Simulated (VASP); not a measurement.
# Os (Fm-3m) in VASP: a series of runs

The runs below take Os through single point, with PBEsol.

Everything below comes from runs of VASP 6.6.1. Logs are shortened: lines on timing, memory, paths and dates and some standing lists are left out, and cuts for length are marked.

## Step 1: The cell of the first run

Symmetry: Fm-3m, No. 225, cubic system. The conventional cell has a = 3.822 Å, b = 3.822 Å, c = 3.822 Å, α = 90.00°, β = 90.00°, γ = 90.00°. Within 3.6 Å of Os (site symmetry m-3m) lie 12 Os at 2.70 Å.

This isn't the form of Os at room conditions, which is hcp.

## Step 2: Single point, PBEsol

INCAR

```
SYSTEM = Os
PREC = Accurate
ENCUT = 600
EDIFF = 1E-6
ISMEAR = 1
SIGMA = 0.05
LREAL = .FALSE.
LASPH = .TRUE.
NELM = 120
ALGO = Normal
ISIF = 2
LWAVE = .FALSE.
LCHARG = .FALSE.
GGA = PS
NBANDS = 10
GGA_COMPAT = .FALSE.
```

KPOINTS

```
Automatic mesh
0
G
  10 10 10
  0 0 0
```

POSCAR

```
Os
1.0
    0.0000000000      1.9109419031      1.9109419031
    1.9109419031      0.0000000000      1.9109419031
    1.9109419031      1.9109419031      0.0000000000
Os
1
Direct
    0.0000000000      0.0000000000      0.0000000000
```

Potentials or basis: VASP PAW PBE potentials, release 64 (Os).

Run with:

```
cat potpaw_PBE.64/Os/POTCAR > POTCAR
mpirun -np 1 vasp_std > vasp.out
```

OUTCAR:

```text
SYSTEM = Os
   PREC = Accurate
   ENCUT = 600
   EDIFF = 1E-6
   ISMEAR = 1
   LREAL = .FALSE.
   LASPH = .TRUE.
   NELM = 120
   ISIF = 2
   GGA = PS

 ion  position               nearest neighbor table
   1  0.000  0.000  0.000-

  LATTYP: Found a face centered cubic cell.
 ALAT       =     3.8218838062

  Lattice vectors:

 A1 = (   0.0000000000,   1.9109419031,   1.9109419031)
 A2 = (   1.9109419031,   0.0000000000,   1.9109419031)
 A3 = (   1.9109419031,   1.9109419031,   0.0000000000)

Analysis of symmetry for initial positions (statically):
=====================================================================
 Subroutine PRICEL returns:
 Original cell was already a primitive cell.

 Routine SETGRP: Setting up the symmetry group for a
 face centered cubic supercell.

 Subroutine GETGRP returns: Found 48 space group operations
 (whereof 48 operations were pure point group operations)
 out of a pool of 48 trial point group operations.

The static configuration has the point symmetry O_h .

Analysis of symmetry for dynamics (positions and initial velocities):
=====================================================================
 Subroutine PRICEL returns:
 Original cell was already a primitive cell.

 Routine SETGRP: Setting up the symmetry group for a
 face centered cubic supercell.

 Subroutine GETGRP returns: Found 48 space group operations
 (whereof 48 operations were pure point group operations)
 out of a pool of 48 trial point group operations.

The dynamic configuration has the point symmetry O_h .

 Subroutine INISYM returns: Found 48 space group operations
 (whereof 48 operations are pure point group operations),
 and found     1 'primitive' translations

----------------------------------------------------------------------------------------

                                     Primitive cell

  volume of cell :      13.9564

  direct lattice vectors                    reciprocal lattice vectors
     0.000000000  1.910941903  1.910941903    -0.261651073  0.261651073  0.261651073
     1.910941903  0.000000000  1.910941903     0.261651073 -0.261651073  0.261651073
     1.910941903  1.910941903  0.000000000     0.261651073  0.261651073 -0.261651073

  length of vectors
     2.702479956  2.702479956  2.702479956     0.453192953  0.453192953  0.453192953

  position of ions in fractional coordinates (direct lattice)
     0.000000000  0.000000000  0.000000000

  ion indices of the primitive-cell ions
   primitive index   ion index
                 1           1

----------------------------------------------------------------------------------------

 KPOINTS: Automatic mesh

Automatic generation of k-mesh.
 Grid dimensions read from file:
 generate k-points for:   10   10   10

 Generating k-lattice:

  Cartesian coordinates                     Fractional coordinates (reciprocal lattice)
    -0.026165107  0.026165107  0.026165107     0.100000000  0.000000000  0.000000000
     0.026165107 -0.026165107  0.026165107     0.000000000  0.100000000  0.000000000
     0.026165107  0.026165107 -0.026165107     0.000000000  0.000000000  0.100000000

  Length of vectors
     0.045319295  0.045319295  0.045319295

  Shift w.r.t. Gamma in fractional coordinates (k-lattice)
     0.000000000  0.000000000  0.000000000

 Subroutine IBZKPT returns following result:
 ===========================================

 Found     47 irreducible k-points:

 Following reciprocal coordinates:
            Coordinates               Weight
  0.000000  0.000000  0.000000      1.000000
  0.100000  0.000000  0.000000      8.000000
  0.200000  0.000000  0.000000      8.000000
  0.300000  0.000000  0.000000      8.000000
  0.400000  0.000000  0.000000      8.000000
  0.500000  0.000000  0.000000      4.000000
[... 16 lines left out ...]
  0.300000  0.300000  0.000000      6.000000
  0.400000  0.300000  0.000000     24.000000
 [... further k-points ...]
   k-points           NKPTS =     47   k-points in BZ     NKDIM =     47   number of bands    NBANDS=     10
   number of dos      NEDOS =    301   number of ions     NIONS =      1
   total plane-waves  NPLWV =  13824
   dimension x,y,z NGX =    24 NGY =   24 NGZ =   24
   dimension x,y,z NGXF=    48 NGYF=   48 NGZF=   48
   ions per type =               1
   NGX,Y,Z   is equivalent  to a cutoff of  14.76, 14.76, 14.76 a.u.
   NGXF,Y,Z  is equivalent  to a cutoff of  29.53, 29.53, 29.53 a.u.
 SYSTEM =  Os
   PREC   = accura    normal or accurate (medium, high low for compatibility)
   ISTART =      0    job   : 0-new  1-cont  2-samecut
   ICHARG =      2    charge: 1-file 2-atom 10-const
   ISPIN  =      1    spin polarized calculation?
   LNONCOLLINEAR =      F non collinear calculations
   LSORBIT =      F    spin-orbit coupling
   LASPH  =      T    aspherical Exc in radial PAW
   ENCUT  =  600.0 eV  44.10 Ry    6.64 a.u.   5.40  5.40  5.40*2*pi/ulx,y,z
   NELM   =    120;   NELMIN=  2; NELMDL= -5     # of ELM steps
   EDIFF  = 0.1E-05   stopping-criterion for ELM
   LREAL  =      F    real-space projection
   EDIFFG = 0.1E-04   stopping-criterion for IOM
   NSW    =      0    number of steps for IOM
   IBRION =     -1    ionic relax: 0-MD 1-quasi-New 2-CG
   NFREE  =      0    steps in history (QN), initial steepest desc. (CG)
   ISIF   =      2    stress and relaxation
   ISYM   =      2    0-nonsym 1-usesym 2-fastsym
   POTIM  = 0.5000    time-step for ionic-motion
   TEBEG  =    0.0;   TEEND  =   0.0 temperature during run
   PSTRESS=    0.0 pullay stress
   NELECT =       8.0000    total number of electrons
   NUPDOWN=      -1.0000    fix difference up-down
   EMIN   =  10.00;   EMAX   =-10.00  energy-range for DOS
   EFERMI =   0.00;   METHOD = LEGACY
   ISMEAR =     1;   SIGMA  =   0.05  broadening in eV -4-tet -1-fermi 0-gaus
   EFERMI_NEDOS =   21; number of points for ismear=-14 and -15
   IALGO  =     38    algorithm
   IMIX   =      4    mixing-type and parameters
     AMIX     =   0.40;   BMIX     =  1.00
     AMIX_MAG =   1.60;   BMIX_MAG =  1.00
  volume/ion in A,a.u.               =      13.96        94.18
  Fermi-wavevector in a.u.,A,eV,Ry     =   1.359922  2.569880 25.162451  1.849388
  Thomas-Fermi vector in A             =   2.486628
   LORBIT       =      0    0 simple, 1 ext, 2 COOP (PROOUT), +10 PAW based schemes
   GGA     = PS    functional components
   LHFCALC =     F    Hartree Fock is set to
   AEXX    =    0.0000 exact exchange contribution
   IVDW    =     0    specifies the selected vdW correction
   LEPSILON=     F    determine dielectric tensor
   LRPA    =     F    only Hartree local field effects (RPA)
 non-spin polarized calculation
 Methfessel and Paxton  Order N= 1 SIGMA  =   0.05
  energy-cutoff  :      600.00
  volume of cell :       13.96
 maximum number of plane-waves:       483
 NGX is ok and might be reduce to    24
   NGX = 11   NGY = 11   NGZ = 11

 number of electron       8.0000000 magnetization

 Free energy of the ion-electron system (eV)
  ---------------------------------------------------
  ext. energy  EPLUGINS =         0.00000000
  ---------------------------------------------------
  free energy    TOTEN  =       -12.05905182 eV

  energy without entropy =      -12.05808273  energy(sigma->0) =      -12.05872879

 E-fermi :   9.2803     XC(G=0): -14.1634

 val. band max:        9.2746041481   @ k =   0.4000   0.2000   0.1000
 cond. band min:       9.2891916854   @ k =   0.4000   0.3000   0.1000
 fundamental gap:      0.0145875373
 Fermi energy:         9.2802850772

 k-point     1 :       0.0000    0.0000    0.0000
  band No.  band energies     occupation
      1      -1.6782      2.00000
      2       6.1979      2.00000
      3       6.1979      2.00000
      4       6.1979      2.00000
      5       9.2930      0.58475
      6       9.2930      0.58474
      7      23.4725      0.00000
      8      29.3128      0.00000
      9      29.3128      0.00000
     10      29.3128      0.00000

 k-point     2 :       0.1000    0.0000    0.0000
  band No.  band energies     occupation
      1      -1.2157      2.00000
      2       5.9299      2.00000
      3       6.4000      2.00000
      4       6.4000      2.00000
      5       9.1553      2.00232
      6       9.1553      2.00232
      7      24.3179      0.00000
      8      27.4106      0.00000
      9      30.1395      0.00000
     10      30.1395      0.00000

 k-point     3 :       0.2000    0.0000    0.0000
  band No.  band energies     occupation
      1      -0.0231      2.00000
      2       5.5022      2.00000
      3       6.7042      2.00000
      4       6.7042      2.00000
      5       9.1516      2.00166
      6       9.1516      2.00166
      7      24.5511      0.00000
      8      26.4617      0.00000
      9      32.4013      0.00000
     10      32.4013      0.00000

 k-point     4 :       0.3000    0.0000    0.0000
  band No.  band energies     occupation
      1       1.1296      2.00000
      2       5.9013      2.00000
      3       6.5390      2.00000
      4       6.5390      2.00000
      5       9.9754     -0.00000
      6       9.9754     -0.00000
      7      22.2566      0.00000
      8      26.1861      0.00000
      9      34.0181      0.00000
     10      34.0181      0.00000
[... 222 lines left out ...]
 k-point    22 :      -0.2000    0.2000    0.0000
  band No.  band energies     occupation
      1       2.1852      2.00000
      2       4.7852      2.00000
      3       6.0563      2.00000
      4       7.7492      2.00000
      5       8.1207      2.00000
      6      12.0135      0.00000
      7      23.6815      0.00000
      8      27.6018      0.00000
      9      28.3826      0.00000
     10      30.3831      0.00000

 k-point    23 :       0.3000    0.3000    0.0000
  band No.  band energies     occupation
      1       1.9599      2.00000
      2       3.3728      2.00000
      3       7.2457      2.00000
      4       9.3621     -0.04282
      5       9.3621     -0.04282
      6      10.7704      0.00000
      7      26.7276      0.00000
      8      26.7276      0.00000
      9      27.9841      0.00000
     10      31.0698      0.00000

 k-point    24 :       0.4000    0.3000    0.0000
  band No.  band energies     occupation
      1       2.2547      2.00000
      2       3.1256      2.00000
      3       7.3631      2.00000
      4       9.6174     -0.00000
      5      11.3565      0.00000
      6      11.5776      0.00000
      7      23.1184      0.00000
      8      25.2945      0.00000
      9      26.7399      0.00000
     10      31.3571      0.00000

 [... further k-points ...]

------------------------ aborting loop because EDIFF is reached ----------------------------------------

  FORCE on cell =-STRESS in cart. coord.  units (eV):
  Direction    XX          YY          ZZ          XY          YZ          ZX
  --------------------------------------------------------------------------------------
  -------------------------------------------------------------------------------------
  Total        0.0649746      0.0649746      0.0649746      0.0000000      0.0000000      0.0000000
  in kB        7.4590173      7.4590173      7.4590173      0.0000000      0.0000000      0.0000000
  external PRESSURE =       7.4590173 kB  Pullay stress =       0.0000000 kB

 VOLUME and BASIS-vectors are now :
 -----------------------------------------------------------------------------
  energy-cutoff  :      600.00
  volume of cell :       13.96
      direct lattice vectors                 reciprocal lattice vectors
     0.000000000  1.910941903  1.910941903    -0.261651073  0.261651073  0.261651073
     1.910941903  0.000000000  1.910941903     0.261651073 -0.261651073  0.261651073
     1.910941903  1.910941903  0.000000000     0.261651073  0.261651073 -0.261651073

 POSITION                                       TOTAL-FORCE (eV/Angst)
 -----------------------------------------------------------------------------------
      0.00000      0.00000      0.00000         0.000000      0.000000      0.000000
 -----------------------------------------------------------------------------------
    total drift:                                0.000000     -0.000000     -0.000000

  FREE ENERGIE OF THE ION-ELECTRON SYSTEM (eV)
  ---------------------------------------------------
  free  energy   TOTEN  =       -12.0590518198 eV

  energy  without entropy=      -12.0580827348  energy(sigma->0) =      -12.05872879
```

Wall time 5.1 s (1 thread of AMD EPYC 9R45 (Zen 5), shared host); peak memory 0.11 GiB.

What came out:

* Free energy: -12.0591 eV
* Pressure: 0.7 GPa
* Band gap on the k mesh: zero (bands 4 and 5 overlap by 4.03 eV)

Levels at points of the mesh, in eV from the Fermi level:
```tsv
k point	band 1	band 2	band 3	band 4	band 5	band 6	band 7	band 8
(0.00, 0.00, 0.00)	-10.96	-3.08	-3.08	-3.08	0.01	0.01	14.19	20.03
(0.50, 0.00, 0.00)	-7.82	-3.24	-3.24	-0.31	2.44	2.44	8.98	13.73
(0.50, 0.50, 0.00)	-7.71	-7.00	2.28	2.41	3.13	3.13	12.22	12.22
```

Caveat: the PAW data sets were made with another functional, which shifts forces and pressure a little; spin-orbit coupling is left out, which moves the levels of the heavy elements.

## Step 3: Single point, PBEsol

This run uses another cell than the first one, of 13.80 Å³/atom.

INCAR

```
SYSTEM = Os
ALGO = Normal
EDIFF = 1E-6
ENCUT = 600
GGA = PS
GGA_COMPAT = .False.
ISIF = 2
ISMEAR = 1
LASPH = .True.
LCHARG = .True.
LELF = .True.
LREAL = .False.
LVHAR = .True.
LWAVE = .False.
NBANDS = 10
NELM = 120
PREC = Accurate
SIGMA = 0.05
```

KPOINTS

```
k-points
0
Gamma
  10 10 10
  0 0 0
```

POSCAR

```
Os
1.0
    0.0000000000      1.9036132144      1.9036132144
    1.9036132144      0.0000000000      1.9036132144
    1.9036132144      1.9036132144      0.0000000000
Os
1
Direct
    0.0000000000      0.0000000000      0.0000000000
```

Potentials or basis: VASP PAW PBE potentials, release 64 (Os).

Run with:

```
cat potpaw_PBE.64/Os/POTCAR > POTCAR
mpirun -np 1 vasp_std > vasp.out
```

It took 5.4 s on 1 thread of AMD EPYC 9R45 (Zen 5), shared host; peak memory 0.11 GiB.

The run converged. Its results:

| Property | Result |
| --- | --- |
| Free energy | -12.0557 eV |
| Pressure | 5.9 GPa |
| Band gap on the k mesh | zero (bands 4 and 5 overlap by 4.11 eV) |

Levels at points of the mesh, in eV from the Fermi level:
```tsv
k point	band 1	band 2	band 3	band 4	band 5	band 6	band 7	band 8
(0.00, 0.00, 0.00)	-11.06	-3.14	-3.14	-3.14	0.02	0.02	14.18	20.09
(0.50, 0.00, 0.00)	-7.93	-3.29	-3.29	-0.31	2.49	2.49	9.14	13.72
(0.50, 0.50, 0.00)	-7.83	-7.11	2.31	2.46	3.20	3.20	12.30	12.30
```

Caveat: the cell stands under pressure; the PAW data sets were made with another functional, which shifts forces and pressure a little; spin-orbit coupling is left out, which moves the levels of the heavy elements.
